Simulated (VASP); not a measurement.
# Si (P6_3/mmc) in VASP: further runs

Runs on Si. Level: r2SCAN. Tasks: single point.

All numbers are computed with VASP 6.6.1; they aren't measurements. Logs are shortened: lines on timing, memory, paths and dates and some standing lists are left out, and cuts for length are marked.

**1. The cell of the first run**

Symmetry: P6_3/mmc, No. 194, hexagonal system. Conventional cell: a = 2.288 Å, b = 2.288 Å, c = 3.866 Å, α = 90.00°, β = 90.00°, γ = 120.00°. Si (site symmetry -6m2) has 12 Si at 2.29 to 2.34 Å within 3.0 Å.

**2. Single point, r2SCAN (volume scaled by 0.640)**

Input file POSCAR:

```
Si
1.0
    2.2879787237      0.0000000000      0.0000000000
   -1.1439893619      1.9814476980      0.0000000000
    0.0000000000      0.0000000000      3.8664456373
Si
2
Direct
    0.3333333333      0.6666666667      0.2500000000
    0.6666666667      0.3333333333      0.7500000000
```

Input file INCAR.step1:

```
ALGO = Normal ; EDIFF = 1E-4
ENCUT = 520 ; GGA = PE
ISMEAR = 0 ; LASPH = T
LCHARG = F ; LREAL = F
LWAVE = T ; NBANDS = 11
NELM = 100 ; PREC = Accurate
SIGMA = 0.05
```

Input file INCAR.step2:

```
ALGO = Normal ; EDIFF = 1E-6
ENCUT = 520 ; ISIF = 2
ISMEAR = 0 ; ISTART = 1
LASPH = T ; LCHARG = F
LMIXTAU = T ; LREAL = F
LWAVE = F ; METAGGA = R2SCAN
NBANDS = 11 ; NELM = 100
PREC = Accurate ; SIGMA = 0.05
```

Input file KPOINTS:

```
k-points
0
Gamma
  22 22 12
```

Potentials or basis: VASP PAW PBE potentials, release 64 (Si).

Launch:

```sh
$ cat potpaw_PBE.64/Si/POTCAR > POTCAR
$ cp INCAR.step1 INCAR
$ mpirun -np 1 vasp_std > vasp.out
$ cp INCAR.step2 INCAR
$ mpirun -np 1 vasp_std > vasp.out
```

OUTCAR:

```text
EDIFF = 1E-6
   ENCUT = 520
   ISIF = 2
   ISMEAR = 0
   ISTART = 1
   LASPH = T
   LREAL = F
   METAGGA = R2SCAN
   NELM = 100
   PREC = Accurate

 ion  position               nearest neighbor table
   1  0.333  0.667  0.250-   2 2.34   2 2.34   2 2.34   2 2.34   2 2.34   2 2.34
   2  0.667  0.333  0.750-   1 2.34   1 2.34   1 2.34   1 2.34   1 2.34   1 2.34

  LATTYP: Found a hexagonal cell.
 ALAT       =     2.2879787237
 C/A-ratio  =     1.6898958007

  Lattice vectors:

 A1 = (   2.2879787237,   0.0000000000,   0.0000000000)
 A2 = (  -1.1439893619,   1.9814476980,   0.0000000000)
 A3 = (   0.0000000000,   0.0000000000,   3.8664456373)

Analysis of symmetry for initial positions (statically):
=====================================================================
 Subroutine PRICEL returns:
 Original cell was already a primitive cell.

 Routine SETGRP: Setting up the symmetry group for a
 hexagonal supercell.

 Subroutine GETGRP returns: Found 24 space group operations
 (whereof 12 operations were pure point group operations)
 out of a pool of 24 trial point group operations.

The static configuration has the point symmetry D_3d.
 The point group associated with its full space group is D_6h.

Analysis of symmetry for dynamics (positions and initial velocities):
=====================================================================
 Subroutine PRICEL returns:
 Original cell was already a primitive cell.

 Routine SETGRP: Setting up the symmetry group for a
 hexagonal supercell.

 Subroutine GETGRP returns: Found 24 space group operations
 (whereof 12 operations were pure point group operations)
 out of a pool of 24 trial point group operations.

The dynamic configuration has the point symmetry D_3d.
 The point group associated with its full space group is D_6h.

 Subroutine INISYM returns: Found 24 space group operations
 (whereof 12 operations are pure point group operations),
 and found     1 'primitive' translations

----------------------------------------------------------------------------------------

                                     Primitive cell

  volume of cell :      17.5286

  direct lattice vectors                    reciprocal lattice vectors
     2.287978724  0.000000000  0.000000000     0.437067001  0.252340751  0.000000000
    -1.143989362  1.981447698  0.000000000     0.000000000  0.504681502  0.000000000
     0.000000000  0.000000000  3.866445637     0.000000000  0.000000000  0.258635474

  length of vectors
     2.287978724  2.287978724  3.866445637     0.504681502  0.504681502  0.258635474

  position of ions in fractional coordinates (direct lattice)
     0.333333333  0.666666667  0.250000000
     0.666666667  0.333333333  0.750000000

  ion indices of the primitive-cell ions
   primitive index   ion index
                 1           1
                 2           2

----------------------------------------------------------------------------------------

 KPOINTS: k-points

Automatic generation of k-mesh.
 Grid dimensions read from file:
 generate k-points for:   22   22   12

 Generating k-lattice:

  Cartesian coordinates                     Fractional coordinates (reciprocal lattice)
     0.019866682  0.011470034  0.000000000     0.045454545  0.000000000  0.000000000
     0.000000000  0.022940068  0.000000000     0.000000000  0.045454545  0.000000000
     0.000000000  0.000000000  0.021552956     0.000000000  0.000000000  0.083333333

  Length of vectors
     0.022940068  0.022940068  0.021552956

  Shift w.r.t. Gamma in fractional coordinates (k-lattice)
     0.000000000  0.000000000  0.000000000

 Subroutine IBZKPT returns following result:
 ===========================================

 Found    364 irreducible k-points:

 Following reciprocal coordinates:
            Coordinates               Weight
  0.000000  0.000000  0.000000      1.000000
  0.045455  0.000000  0.000000      6.000000
  0.090909  0.000000  0.000000      6.000000
  0.136364  0.000000  0.000000      6.000000
  0.181818  0.000000  0.000000      6.000000
  0.227273  0.000000  0.000000      6.000000
[... 16 lines left out ...]
  0.090909  0.090909  0.000000      6.000000
  0.136364  0.090909  0.000000     12.000000
 [... further k-points ...]
   k-points           NKPTS =    364   k-points in BZ     NKDIM =    364   number of bands    NBANDS=     11
   number of dos      NEDOS =    301   number of ions     NIONS =      2
   total plane-waves  NPLWV =   9720
   dimension x,y,z NGX =    18 NGY =   18 NGZ =   30
   dimension x,y,z NGXF=    36 NGYF=   36 NGZF=   60
   ions per type =               2
   NGX,Y,Z   is equivalent  to a cutoff of  13.08, 13.08, 12.90 a.u.
   NGXF,Y,Z  is equivalent  to a cutoff of  26.16, 26.16, 25.80 a.u.
 SYSTEM =  unknown system
   PREC   = accura    normal or accurate (medium, high low for compatibility)
   ISTART =      1    job   : 0-new  1-cont  2-samecut
   ICHARG =      0    charge: 1-file 2-atom 10-const
   ISPIN  =      1    spin polarized calculation?
   LNONCOLLINEAR =      F non collinear calculations
   LSORBIT =      F    spin-orbit coupling
   LASPH  =      T    aspherical Exc in radial PAW
   ENCUT  =  520.0 eV  38.22 Ry    6.18 a.u.   4.25  4.25  7.19*2*pi/ulx,y,z
   NELM   =    100;   NELMIN=  2; NELMDL=  0     # of ELM steps
   EDIFF  = 0.1E-05   stopping-criterion for ELM
   LREAL  =      F    real-space projection
   EDIFFG = 0.1E-04   stopping-criterion for IOM
   NSW    =      0    number of steps for IOM
   IBRION =     -1    ionic relax: 0-MD 1-quasi-New 2-CG
   NFREE  =      0    steps in history (QN), initial steepest desc. (CG)
   ISIF   =      2    stress and relaxation
   ISYM   =      2    0-nonsym 1-usesym 2-fastsym
   POTIM  = 0.5000    time-step for ionic-motion
   TEBEG  =    0.0;   TEEND  =   0.0 temperature during run
   PSTRESS=    0.0 pullay stress
   NELECT =       8.0000    total number of electrons
   NUPDOWN=      -1.0000    fix difference up-down
   EMIN   =  10.00;   EMAX   =-10.00  energy-range for DOS
   EFERMI =   0.00;   METHOD = LEGACY
   ISMEAR =     0;   SIGMA  =   0.05  broadening in eV -4-tet -1-fermi 0-gaus
   EFERMI_NEDOS =   21; number of points for ismear=-14 and -15
   IALGO  =     38    algorithm
   IMIX   =      4    mixing-type and parameters
     AMIX     =   0.40;   BMIX     =  1.00
     AMIX_MAG =   1.60;   BMIX_MAG =  1.00
  volume/ion in A,a.u.               =       8.76        59.14
  Fermi-wavevector in a.u.,A,eV,Ry     =   1.260441  2.381889 21.615746  1.588713
  Thomas-Fermi vector in A             =   2.393951
   LORBIT       =      0    0 simple, 1 ext, 2 COOP (PROOUT), +10 PAW based schemes
   METAGGA = R2SCAN    functional components
   LHFCALC =     F    Hartree Fock is set to
   AEXX    =    0.0000 exact exchange contribution
   IVDW    =     0    specifies the selected vdW correction
   LEPSILON=     F    determine dielectric tensor
   LRPA    =     F    only Hartree local field effects (RPA)
 non-spin polarized calculation
 Gauss-broadening in eV      SIGMA  =   0.05
  energy-cutoff  :      520.00
  volume of cell :       17.53
 maximum number of plane-waves:       501
 NGX is ok and might be reduce to    18
   NGX =  9   NGY =  9   NGZ = 15

 number of electron       8.0000000 magnetization

 Free energy of the ion-electron system (eV)
  ---------------------------------------------------
  ext. energy  EPLUGINS =         0.00000000
  ---------------------------------------------------
  free energy    TOTEN  =       -13.57968626 eV

  energy without entropy =      -13.57890512  energy(sigma->0) =      -13.57929569

 E-fermi :  18.1089     XC(G=0): -14.2025

 val. band max:       18.1066691716   @ k =   0.3636   0.1364   0.2500
 cond. band min:      18.1123302915   @ k =   0.2273   0.2273   0.4167
 fundamental gap:      0.0056611199
 Fermi energy:        18.1088580648

 k-point     1 :       0.0000    0.0000    0.0000
  band No.  band energies     occupation
      1      -2.7250      2.00000
      2       6.6181      2.00000
      3       7.7764      2.00000
      4      31.6341      0.00000
      5      31.7493      0.00000
      6      31.7493      0.00000
      7      32.3422      0.00000
      8      32.3422      0.00000
      9      36.5619      0.00000
     10      38.0083      0.00000
     11      39.2369      0.00000

 k-point     2 :       0.0455    0.0000    0.0000
  band No.  band energies     occupation
      1      -2.6450      2.00000
      2       6.6922      2.00000
      3       7.8508      2.00000
      4      29.7479      0.00000
      5      30.7195      0.00000
      6      31.6633      0.00000
      7      32.9752      0.00000
      8      33.4385      0.00000
      9      36.6188      0.00000
     10      38.1158      0.00000
     11      38.6365      0.00000

 k-point     3 :       0.0909    0.0000    0.0000
  band No.  band energies     occupation
      1      -2.4050      2.00000
      2       6.9144      2.00000
      3       8.0729      2.00000
      4      27.2221      0.00000
      5      29.5460      0.00000
      6      30.8667      0.00000
      7      33.0698      0.00000
      8      34.7273      0.00000
      9      35.8242      0.00000
     10      36.7953      0.00000
     11      37.5163      0.00000

 k-point     4 :       0.1364    0.0000    0.0000
  band No.  band energies     occupation
      1      -2.0059      2.00000
      2       7.2851      2.00000
      3       8.4390      2.00000
      4      24.6127      0.00000
      5      28.4796      0.00000
      6      29.6442      0.00000
      7      32.7912      0.00000
      8      33.2568      0.00000
      9      35.5783      0.00000
     10      36.3821      0.00000
     11      36.6678      0.00000

 k-point     5 :       0.1818    0.0000    0.0000
  band No.  band energies     occupation
      1      -1.4492      2.00000
      2       7.8043      2.00000
      3       8.9414      2.00000
      4      22.0554      0.00000
      5      27.5339      0.00000
      6      28.1834      0.00000
      7      30.6649      0.00000
      8      32.1500      0.00000
      9      35.6054      0.00000
     10      35.6128      0.00000
     11      35.7091      0.00000
[... 211 lines left out ...]
 k-point    21 :       0.4091    0.0455    0.0000
  band No.  band energies     occupation
      1       4.3663      2.00000
      2       9.1467      2.00000
      3      13.3713      2.00000
      4      14.9808      2.00000
      5      18.3726      0.00000
      6      19.0677      0.00000
      7      23.8892      0.00000
      8      29.1990      0.00000
      9      31.0682      0.00000
     10      32.5342      0.00000
     11      36.4814      0.00000

 k-point    22 :       0.4545    0.0455    0.0000
  band No.  band energies     occupation
      1       5.8524      2.00000
      2       7.4987      2.00000
      3      14.8070      2.00000
      4      16.0838      2.00000
      5      16.6373      2.00000
      6      17.7155      2.00000
      7      23.6870      0.00000
      8      29.0405      0.00000
      9      30.9135      0.00000
     10      32.4394      0.00000
     11      36.4612      0.00000

 k-point    23 :       0.0909    0.0909    0.0000
  band No.  band energies     occupation
      1      -1.7671      2.00000
      2       7.5075      2.00000
      3       8.6562      2.00000
      4      24.3631      0.00000
      5      25.3194      0.00000
      6      32.3275      0.00000
      7      32.7441      0.00000
      8      32.8001      0.00000
      9      33.3536      0.00000
     10      34.4433      0.00000
     11      36.4028      0.00000

 k-point    24 :       0.1364    0.0909    0.0000
  band No.  band energies     occupation
      1      -1.2114      2.00000
      2       8.0269      2.00000
      3       9.1540      2.00000
      4      22.1184      0.00000
      5      23.9270      0.00000
      6      30.6477      0.00000
      7      30.8149      0.00000
      8      32.6016      0.00000
      9      32.9319      0.00000
     10      33.3411      0.00000
     11      36.4607      0.00000

 [... further k-points ...]

------------------------ aborting loop because EDIFF is reached ----------------------------------------

  FORCE on cell =-STRESS in cart. coord.  units (eV):
  Direction    XX          YY          ZZ          XY          YZ          ZX
  --------------------------------------------------------------------------------------
  -------------------------------------------------------------------------------------
  Total       13.8842210     13.8842210     13.9133834     -0.0000000      0.0000000      0.0000000
  in kB     1269.0700544   1269.0700544   1271.7356125     -0.0000000      0.0000000      0.0000000
  external PRESSURE =    1269.9585738 kB  Pullay stress =       0.0000000 kB

 VOLUME and BASIS-vectors are now :
 -----------------------------------------------------------------------------
  energy-cutoff  :      520.00
  volume of cell :       17.53
      direct lattice vectors                 reciprocal lattice vectors
     2.287978724  0.000000000  0.000000000     0.437067001  0.252340751  0.000000000
    -1.143989362  1.981447698  0.000000000     0.000000000  0.504681502  0.000000000
     0.000000000  0.000000000  3.866445637     0.000000000  0.000000000  0.258635474

 POSITION                                       TOTAL-FORCE (eV/Angst)
 -----------------------------------------------------------------------------------
     -0.00000      1.32097      0.96661        -0.000000     -0.000000      0.000000
      1.14399      0.66048      2.89983         0.000000      0.000000      0.000000
 -----------------------------------------------------------------------------------
    total drift:                                0.000000     -0.000000     -0.000000

  FREE ENERGIE OF THE ION-ELECTRON SYSTEM (eV)
  ---------------------------------------------------
  free  energy   TOTEN  =       -13.5796862621 eV

  energy  without entropy=      -13.5789051160  energy(sigma->0) =      -13.57929569
```

Wall time 2.8 min (1 thread of AMD EPYC 7R43 (Zen 3), shared host); peak memory 0.14 GiB.

What came out:

```
Free energy            : -13.5797 eV
Pressure               : 127.0 GPa
Band gap on the k mesh : zero (band 4 reaches 31.63 eV, above the bottom of band 5 at 14.67 eV)
```

Levels at points of the mesh, in eV from the Fermi level:
| k point | band 1 | band 2 | band 3 | band 4 | band 5 | band 6 | band 7 | band 8 | band 9 |
| --- | --- | --- | --- | --- | --- | --- | --- | --- | --- |
| (0.00, 0.00, 0.00) | -20.83 | -11.49 | -10.33 | 13.53 | 13.64 | 13.64 | 14.23 | 14.23 | 18.45 |
| (0.50, 0.00, 0.00) | -11.68 | -11.32 | -2.86 | -2.06 | -1.72 | -0.65 | 6.33 | 9.89 | 13.79 |
| (0.00, 0.00, 0.50) | -18.31 | -18.31 | 0.82 | 0.82 | 14.73 | 14.73 | 14.73 | 14.73 | 18.02 |
| (0.50, 0.00, 0.50) | -9.95 | -9.95 | -7.95 | -7.95 | 7.13 | 7.13 | 8.37 | 8.37 | 10.00 |

Caveat: the PAW data sets were made with another functional, which shifts forces and pressure a little.

**3. Single point, r2SCAN (volume scaled by 0.760)**

Input file POSCAR:

```
Si
1.0
    2.4234399005      0.0000000000      0.0000000000
   -1.2117199502      2.0987605184      0.0000000000
    0.0000000000      0.0000000000      4.0924650740
Si
2
Direct
    0.3333333333      0.6666666667      0.2500000000
    0.6666666667      0.3333333333      0.7500000000
```

Input file INCAR.step1:

```
PREC = Accurate
ENCUT = 520
ISMEAR = 0
SIGMA = 0.05
LREAL = F
LASPH = T
NELM = 60
NBANDS = 11
GGA = PE
ALGO = Normal
EDIFF = 1E-4
LWAVE = T
LCHARG = F
```

Input file INCAR.step2:

```
PREC = Accurate
ENCUT = 520
EDIFF = 1E-7
ISMEAR = 0
SIGMA = 0.05
LREAL = F
LASPH = T
NELM = 60
ALGO = Normal
ISIF = 2
LWAVE = F
LCHARG = F
METAGGA = R2SCAN
LMIXTAU = T
NBANDS = 11
ISTART = 1
```

Input file KPOINTS:

```
Automatic mesh
0
Gamma
  20 20 12
```

Potentials or basis: VASP PAW PBE potentials, release 64 (Si).

Launch:

```sh
$ cat potpaw_PBE.64/Si/POTCAR > POTCAR
$ cp INCAR.step1 INCAR
$ mpirun -np 1 vasp_std > vasp.out
$ cp INCAR.step2 INCAR
$ mpirun -np 1 vasp_std > vasp.out
```

It took 3.1 min on 1 thread of AMD EPYC 7R43 (Zen 3), shared host; peak memory 0.14 GiB.

It converged, with:

```
Free energy            : -15.3242 eV
Pressure               : 52.2 GPa
Band gap on the k mesh : zero (band 4 reaches 27.57 eV, above the bottom of band 5 at 11.44 eV)
```

Levels at points of the mesh, in eV from the Fermi level:
```csv
k point,band 2,band 3,band 4,band 5,band 6,band 7
"(0.00, 0.00, 0.00)",-10.11,-9.65,12.47,12.47,12.64,12.64
"(0.50, 0.00, 0.00)",-10.36,-2.49,-1.89,-1.29,-0.75,5.30
"(0.00, 0.00, 0.50)",-16.55,0.78,0.78,13.73,13.73,13.73
"(0.50, 0.00, 0.50)",-8.83,-7.37,-7.37,7.11,7.11,7.22
```

Caveat: the PAW data sets were made with another functional, which shifts forces and pressure a little.
